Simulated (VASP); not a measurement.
# Cr (P6_3/mmc) in VASP: single point with PBE

Aim: the single point of Cr with PBE.

Everything below comes from runs of VASP 6.6.1. Logs are shortened: lines on timing, memory, paths and dates and some standing lists are left out, and cuts for length are marked.

## 1. The cell of the first run

Symmetry: P6_3/mmc, No. 194, hexagonal system. The conventional cell has a = 2.714 Å, b = 2.714 Å, c = 4.410 Å, α = 90.00°, β = 90.00°, γ = 120.00°. Within 3.6 Å of Cr (site symmetry -6m2) lie 12 Cr at 2.71 Å.

This isn't the form of Cr at room conditions, which is bcc.

## 2. Single point, PBE, collinear spin, antiferromagnetic start

Contents of INCAR:

```
ALGO = Normal
EDIFF = 1E-7
ENCUT = 520
GGA = PE
ISIF = 2
ISMEAR = -1
ISPIN = 2
LASPH = T
LCHARG = F
LMAXMIX = 4
LORBIT = 11
LREAL = F
LWAVE = F
MAGMOM = 3 -3 -3 3
NBANDS = 36
NELM = 150
PREC = Accurate
SIGMA = 0.05
```

Contents of KPOINTS:

```
k-points
0
Gamma
  6 10 6
```

Contents of POSCAR:

```
Cr
1.0
    0.0000000000      0.0000000000      4.4100000000
    2.7140000000      0.0000000000      0.0000000000
    0.0000000000      4.7007858918      0.0000000000
Cr
4
Direct
    0.2500000000      1.0000000000      0.3333333334
    0.2500000000      0.5000000000      0.8333333334
    0.7500000000      0.5000000000      0.1666666666
    0.7500000000      0.0000000000      0.6666666666
```

Potentials or basis: VASP PAW PBE potentials, release 64 (Cr_pv).

Run with:

```console
$ cat potpaw_PBE.64/Cr_pv/POTCAR > POTCAR
$ mpirun -np 1 vasp_std > vasp.out
```

OUTCAR:

```text
EDIFF = 1E-7
   ENCUT = 520
   GGA = PE
   ISIF = 2
   ISMEAR = -1
   ISPIN = 2
   LASPH = T
   LORBIT = 11
   LREAL = F
   NELM = 150
   PREC = Accurate

 ion  position               nearest neighbor table
   1  0.250  0.000  0.333-   4 2.71   4 2.71   3 2.71   3 2.71   3 2.71   3 2.71   2 2.71   2 2.71
                             2 2.71   2 2.71
   2  0.250  0.500  0.833-   3 2.71   3 2.71   4 2.71   4 2.71   4 2.71   4 2.71   1 2.71   1 2.71
                             1 2.71   1 2.71
   3  0.750  0.500  0.167-   2 2.71   2 2.71   1 2.71   1 2.71   1 2.71   1 2.71   4 2.71   4 2.71
                             4 2.71   4 2.71
   4  0.750  0.000  0.667-   1 2.71   1 2.71   2 2.71   2 2.71   2 2.71   2 2.71   3 2.71   3 2.71
                             3 2.71   3 2.71

  LATTYP: Found a simple orthorhombic cell.
 ALAT       =     2.7140000000
 B/A-ratio  =     1.6249078850
 C/A-ratio  =     1.7320508076

  Lattice vectors:

 A1 = (  -2.7140000000,   0.0000000000,   0.0000000000)
 A2 = (   0.0000000000,   0.0000000000,   4.4100000000)
 A3 = (   0.0000000000,   4.7007858918,   0.0000000000)

Analysis of symmetry for initial positions (statically):
=====================================================================
 Subroutine PRICEL returns following result:

  LATTYP: Found a hexagonal cell.
 ALAT       =     2.7140000000
 C/A-ratio  =     1.6249078850
[... 12 lines left out ...]
 Subroutine GETGRP returns: Found  8 space group operations
 (whereof  4 operations were pure point group operations)
 out of a pool of  8 trial point group operations.

The static configuration has the point symmetry C_2h.
 The point group associated with its full space group is D_2h.

Analysis of symmetry for dynamics (positions and initial velocities):
=====================================================================
 Subroutine PRICEL returns following result:

  LATTYP: Found a hexagonal cell.
 ALAT       =     2.7140000000
 C/A-ratio  =     1.6249078850
[... 12 lines left out ...]
 Subroutine GETGRP returns: Found  8 space group operations
 (whereof  4 operations were pure point group operations)
 out of a pool of  8 trial point group operations.

The dynamic configuration has the point symmetry C_2h.
 The point group associated with its full space group is D_2h.

Analysis of structural, dynamic, and magnetic symmetry:
[... 147 lines left out ...]
   LORBIT       =     11    0 simple, 1 ext, 2 COOP (PROOUT), +10 PAW based schemes
   GGA     = PE    functional components
   LHFCALC =     F    Hartree Fock is set to
   AEXX    =    0.0000 exact exchange contribution
   IVDW    =     0    specifies the selected vdW correction
   LEPSILON=     F    determine dielectric tensor
   LRPA    =     F    only Hartree local field effects (RPA)
 spin polarized calculation
  energy-cutoff  :      520.00
  volume of cell :       56.26
 maximum number of plane-waves:      1540
 NGX is ok and might be reduce to    36
   NGX = 17   NGY = 11   NGZ = 17

 number of electron      48.0000016 magnetization      -0.0000000

 number of electron      48.0000016 magnetization       0.0000000

 Free energy of the ion-electron system (eV)
  ---------------------------------------------------
  ext. energy  EPLUGINS =         0.00000000
  ---------------------------------------------------
  free energy    TOTEN  =       -35.79792108 eV

  energy without entropy =      -35.74794095  energy(sigma->0) =      -35.77293102

 E-fermi :   8.5837     XC(G=0): -12.4640

 val. band max:        8.5748402204   @ k =   0.3333   0.2000   0.5000
 cond. band min:       8.5889387783   @ k =   0.5000   0.0000   0.0000
 fundamental gap:      0.0140985579
 Fermi energy:         8.5836779786

 spin component 1

 k-point     1 :       0.0000    0.0000    0.0000
  band No.  band energies     occupation
      1     -35.3394      1.00000
      2     -35.2890      1.00000
      3     -35.2153      1.00000
      4     -35.1662      1.00000
      5     -35.1286      1.00000
      6     -35.1030      1.00000
[... 925 lines left out ...]
     35      13.0921      0.00000
     36      13.0921      0.00000

 [... further k-points ...]

 spin component 2

 k-point     1 :       0.0000    0.0000    0.0000
  band No.  band energies     occupation
      1     -35.3394      1.00000
      2     -35.2890      1.00000
      3     -35.2153      1.00000
      4     -35.1662      1.00000
      5     -35.1286      1.00000
      6     -35.1030      1.00000
[... 925 lines left out ...]
     35      13.0921      0.00000
     36      13.0921      0.00000

 [... further k-points ...]

------------------------ aborting loop because EDIFF is reached ----------------------------------------

  FORCE on cell =-STRESS in cart. coord.  units (eV):
  Direction    XX          YY          ZZ          XY          YZ          ZX
  --------------------------------------------------------------------------------------
  -------------------------------------------------------------------------------------
  Total       -0.2609657     -5.8267218     -2.8479810      0.0000000      0.0000000      0.0000000
  in kB       -7.4314762   -165.9265807    -81.1014782      0.0000000      0.0000000      0.0000000
  external PRESSURE =     -84.8198450 kB  Pullay stress =       0.0000000 kB

 VOLUME and BASIS-vectors are now :
 -----------------------------------------------------------------------------
  energy-cutoff  :      520.00
  volume of cell :       56.26
      direct lattice vectors                 reciprocal lattice vectors
     0.000000000  0.000000000  4.410000000     0.000000000  0.000000000  0.226757370
     2.714000000  0.000000000  0.000000000     0.368459838  0.000000000  0.000000000
     0.000000000  4.700785892  0.000000000     0.000000000  0.212730387  0.000000000

 POSITION                                       TOTAL-FORCE (eV/Angst)
 -----------------------------------------------------------------------------------
      0.00000      1.56693      1.10250         0.000000     -0.518784     -0.000000
      1.35700      3.91732      1.10250        -0.000000     -0.518784     -0.000000
      1.35700      0.78346      3.30750         0.000000      0.518784      0.000000
      0.00000      3.13386      3.30750        -0.000000      0.518784      0.000000
 -----------------------------------------------------------------------------------
    total drift:                               -0.000000      0.000000      0.000000

  FREE ENERGIE OF THE ION-ELECTRON SYSTEM (eV)
  ---------------------------------------------------
  free  energy   TOTEN  =       -35.7979210816 eV

  energy  without entropy=      -35.7479409491  energy(sigma->0) =      -35.77293102

 total charge

# of ion       s       p       d       tot
------------------------------------------
    1        0.383   6.277   4.078  10.737
    2        0.383   6.277   4.078  10.737
    3        0.383   6.277   4.078  10.737
    4        0.383   6.277   4.078  10.737
--------------------------------------------------
tot          1.530  25.108  16.311  42.950

 magnetization (x)

# of ion       s       p       d       tot
------------------------------------------
    1        0.042   0.031   2.323   2.397
    2       -0.042  -0.031  -2.323  -2.397
    3       -0.042  -0.031  -2.323  -2.397
    4        0.042   0.031   2.323   2.397
--------------------------------------------------
tot          0.000   0.000   0.000   0.000
```

OSZICAR:

```text
N       E                     dE             d eps       ncg     rms          rms(c)
DAV:   1     0.600192051548E+03    0.60019E+03   -0.27034E+04 13856   0.162E+03
DAV:   2    -0.103660442725E+02   -0.61056E+03   -0.58731E+03 13884   0.500E+02
DAV:   3    -0.398716846546E+02   -0.29506E+02   -0.27557E+02 15080   0.129E+02
DAV:   4    -0.404783872163E+02   -0.60670E+00   -0.60079E+00 14448   0.179E+01
[... 11 lines left out ...]
DAV:  16    -0.357979201859E+02   -0.16851E-05   -0.11109E-05 21676   0.177E-02    0.610E-03
DAV:  17    -0.357979211230E+02   -0.93718E-06   -0.15035E-06 15740   0.964E-03    0.281E-03
DAV:  18    -0.357979213941E+02   -0.27105E-06   -0.11489E-07  9380   0.280E-03    0.126E-03
DAV:  19    -0.357979211784E+02    0.21570E-06   -0.48246E-08  8456   0.173E-03    0.345E-04
DAV:  20    -0.357979210816E+02    0.96831E-07   -0.12015E-08  8140   0.701E-04
   1 F= -.35797921E+02 E0= -.35772931E+02  d E =-.499801E-01  mag=    -0.0000
```

Wall time 11 min (1 thread of Intel Xeon 8259CL, shared host); peak memory 0.34 GiB.

What came out:

* Free energy: -35.7979 eV
* Pressure: -8.5 GPa
* Largest force: 0.519 eV/Å
* Band gap on the k mesh: zero (filled and empty bands overlap)
* Net moment: 0.00 μB per cell
* Site moments: Cr +2.40, -2.40 (each value once) μB
* Valence electrons inside the program's atomic spheres: Cr 10.74

Forces in eV/Å, atoms in the order of the input:
```
Cr   0.000 -0.519  0.000
Cr   0.000 -0.519  0.000
Cr   0.000  0.519  0.000
Cr   0.000  0.519  0.000
```

Stress tensor (GPa, compression positive):
```
 -0.74   0.00   0.00
  0.00 -16.59   0.00
  0.00   0.00  -8.11
```

Caveat: the stress differs along the axes, from -17 to -1 GPa; the antiferromagnetic order is the one typed at the start, and another may lie lower.
